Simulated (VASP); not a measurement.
Input of a VASP 6.6.1 run:

The input INCAR:

```
PREC = Accurate
ENCUT = 520
EDIFF = 1E-7
ISMEAR = 0
SIGMA = 0.05
LREAL = False
LASPH = True
NELM = 150
ALGO = Normal
ISIF = 2
LWAVE = False
LCHARG = False
ISPIN = 2
MAGMOM = 7.36 0 0 0 0
LORBIT = 11
LMAXMIX = 6
GGA = PS
NBANDS = 28
```

The input KPOINTS:

```
Automatic mesh
0
Gamma
  9 9 4
```

The input POSCAR:

```
EuAl2Si2
1.0
    4.1615384752     -0.0000000029      0.0000000000
   -2.0807692351      3.6039980398      0.0000000000
    0.0000000000      0.0000000000      6.8633150100
Eu Al Si
1 2 2
Direct
    0.0000000000      0.0000000000      0.0000000000
    0.3333333333      0.6666666667      0.6359247120
    0.6666666667      0.3333333333      0.3640752880
    0.3333333333      0.6666666667      0.2608407379
    0.6666666667      0.3333333333      0.7391592621
```

Potentials or basis: VASP PAW PBE potentials, release 64 (Eu, Al, Si).

Command:

```bash
$ cat potpaw_PBE.64/Eu/POTCAR potpaw_PBE.64/Al/POTCAR potpaw_PBE.64/Si/POTCAR > POTCAR
$ mpirun -np 1 vasp_std > vasp.out
```

(1) What does it give for the site moments?

(2) What does it give for the net moment?

(3) Predict the largest force.

(4) Predict the pressure.

Answers

(1) Eu +6.49; Al -0.00; Si -0.03 μB.

(2) 6.86 μB per cell.

(3) 0.009 eV/Å.

(4) 0.0 GPa.

Caveat: the PAW data sets were made with another functional, which shifts forces and pressure a little.
